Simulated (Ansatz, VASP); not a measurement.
## AsPt4 in VASP and in Ansatz

INCAR

```
SYSTEM = AsPt4
PREC = Accurate ; ENCUT = 600
EDIFF = 1E-6 ; ISMEAR = 0
SIGMA = 0.1 ; LREAL = .FALSE.
LASPH = .TRUE. ; NELM = 80
ALGO = Fast ; ISIF = 3
LWAVE = .FALSE. ; LCHARG = .FALSE.
GGA = PE ; IBRION = 2
NSW = 100 ; EDIFFG = -0.01
```

The input KPOINTS:

```
regular mesh
0
G
  8 8 8
  0 0 0
```

Contents of POSCAR:

```
AsPt4
1.0
    4.6051907697      0.0000000000      0.0000000000
    0.0000000000      4.6051907697      0.0000000000
    0.0000000000      0.0000000000      4.6051907697
As Pt
1 4
Direct
    0.0000000000      0.0000000000      0.0000000000
    0.5000000000      0.0000000000      0.0000000000
    0.0000000000      0.5000000000      0.0000000000
    0.0000000000      0.0000000000      0.5000000000
    0.5000000000      0.5000000000      0.5000000000
```

Input for Ansatz:

```yaml
crystal:
  lattice:
    - [4.6051907697, 0.0, 0.0]
    - [0.0, 4.6051907697, 0.0]
    - [0.0, 0.0, 4.6051907697]
  atoms:
    - { symbol: As, position: [0.0, 0.0, 0.0] }
    - { symbol: Pt, position: [0.5, 0.0, 0.0] }
    - { symbol: Pt, position: [0.0, 0.5, 0.0] }
    - { symbol: Pt, position: [0.0, 0.0, 0.5] }
    - { symbol: Pt, position: [0.5, 0.5, 0.5] }
basis:
  ecutwfc: 420
kpoints:
  mp_grid: { grid: [8, 8, 8] }
hamiltonian:
  xc: pbe
scf:
  occupations: { method: gaussian, width: 0.1 }
output:
  forces: true
  stress: true
  eigenvalues: true
relax:
  adjacent_minimum: "off"
  f_tol: 0.01
  max_steps: 80
  cell: { stress_tol: 0.05 }
```

Change from the starting cell: species swapped into the Co4N type (Pm-3m, No. 221).

Alike in both runs: task relaxation of cell and atoms; functional PBE; k mesh 8 × 8 × 8; occupations gaussian, width 0.1 eV; no spin polarisation.

```csv
,VASP,Ansatz
version,VASP 6.6.1,Ansatz 0.2.0
potentials or method,"VASP PAW PBE potentials, release 64 (As, Pt), cutoff 600 eV","scalar-relativistic, plane waves, PAW"
valence electrons in the cell,45,87
```

|  | VASP | Ansatz | Ansatz less VASP |
| --- | --- | --- | --- |
| gap on the k mesh at the Fermi level, each at its own relaxed structure (eV) | none | none | - |
| relaxed volume (Å³/atom) | 19.58 | 19.53 | -0.050 |
| relaxed cell length with the largest relative difference (Å) | 4.609 | 4.605 | -0.0039 |

A gap of «none» marks a metal or a gap that the smearing closes. VASP's potentials hold 45 valence electrons a cell and Ansatz's 87, so a difference there can come from the potentials and not from the codes.

Neither program's run includes spin-orbit coupling.
